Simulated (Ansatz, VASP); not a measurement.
# Ru in VASP and in Ansatz

File INCAR:

```
SYSTEM = Ru
ALGO     = Fast           ! electronic algorithm
EDIFF    = 1E-6           ! SCF threshold, eV
ENCUT    = 520            ! plane-wave cutoff, eV
GGA      = PE             ! functional
ISIF     = 2              ! what is computed and relaxed
ISMEAR   = 0              ! smearing method
LASPH    = .TRUE.         ! aspherical terms in the spheres
LCHARG   = .TRUE.         ! write CHGCAR
LELF     = .TRUE.         ! ELF
LREAL    = .FALSE.        ! projectors in reciprocal space
LVHAR    = .TRUE.       
LWAVE    = .FALSE.        ! write WAVECAR
NBANDS   = 21             ! bands
NELM     = 60             ! most SCF steps
PREC     = Accurate       ! precision mode
SIGMA    = 0.1            ! smearing width, eV
```

File KPOINTS:

```
k-points
0
G
  24 24 12
  0 0 0
```

Contents of POSCAR:

```
Ru
1.0
    2.7199967399      0.0000000000      0.0000000000
   -1.3599983699      2.3555862750      0.0000000000
    0.0000000000      0.0000000000      4.4256738894
Ru
2
Direct
    0.3333333333      0.6666666667      0.2500000000
    0.6666666667      0.3333333333      0.7500000000
```

Input for Ansatz:

```yaml
crystal:
  lattice:
    - [2.7199967399, 0.0, 0.0]
    - [-1.3599983699, 2.355586275, 0.0]
    - [0.0, 0.0, 4.4256738894]
  atoms:
    - { symbol: Ru, position: [0.3333333333, 0.6666666667, 0.25] }
    - { symbol: Ru, position: [0.6666666667, 0.3333333333, 0.75] }
basis:
  ecutwfc: 420
kpoints:
  mp_grid: { grid: [24, 24, 12] }
hamiltonian:
  xc: pbe
scf:
  occupations: { method: gaussian, width: 0.1 }
output:
  forces: true
  stress: true
  eigenvalues: true
```

Change from the starting cell: strain along c alone, the other axes held, atoms relaxed: +3.0 %.

Alike in both runs: task single point; functional PBE; k mesh 24 × 24 × 12; occupations gaussian, width 0.1 eV; no spin polarisation.

|  | VASP | Ansatz |
| --- | --- | --- |
| version | VASP 6.6.1 | Ansatz 0.2.0 |
| potentials or method | VASP PAW PBE potentials, release 64 (Ru_pv), cutoff 520 eV | scalar-relativistic, plane waves, PAW |
| valence electrons in the cell | 28 | 32 |

|  | VASP | Ansatz | Ansatz less VASP |
| --- | --- | --- | --- |
| gap on the k mesh at the Fermi level (eV) | none | none | - |
| pressure (GPa) | -8.7 | -8.6 | +0.11 |
| traceless stress, the component that is largest in VASP (GPa) | -8.63 | -8.66 | -0.024 |

A gap of «none» marks a metal or a gap that the smearing closes. The functional is the same, so the differences come from potentials, cutoffs and numerics. VASP's potentials hold 28 valence electrons a cell and Ansatz's 32, so a difference there can come from the potentials and not from the codes.
